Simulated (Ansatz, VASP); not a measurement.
## Ge in VASP and in Ansatz

```
CELL_PARAMETERS angstrom
1.48805 -2.59469 0.00000
1.48805 2.59469 0.00000
0.00000 0.00000 4.72760
ATOMIC_POSITIONS crystal
Ge 0.33345 0.66655 0.25000
Ge 0.66655 0.33345 0.75000
```

Alike in both runs: task single point; functional PBE; k mesh 10 × 10 × 6; occupations gaussian, width 0.026 eV; no spin polarisation.

|  | VASP | Ansatz |
| --- | --- | --- |
| version | VASP 6.6.1 | Ansatz 0.2.0 |
| potentials or method | VASP PAW PBE potentials, release 64 (Ge_d) | Ansatz PAW |
| plane-wave cutoff (eV) | 520 | 420 |
| valence electrons in the cell | 28 | 28 |

```csv
,VASP,Ansatz,Ansatz less VASP
gap on the k mesh at the Fermi level (eV),none,none,-
pressure (GPa),4.4,4.3,-0.04
"traceless stress, the component that is largest in VASP (GPa)",1.20,1.20,+0.001
rms of the force components (eV/Å),0.006,0.006,+0.0001
```

Atom by atom the forces differ by 0.000 eV/Å (rms over components). A gap of «none» marks a metal or a gap that the smearing closes.
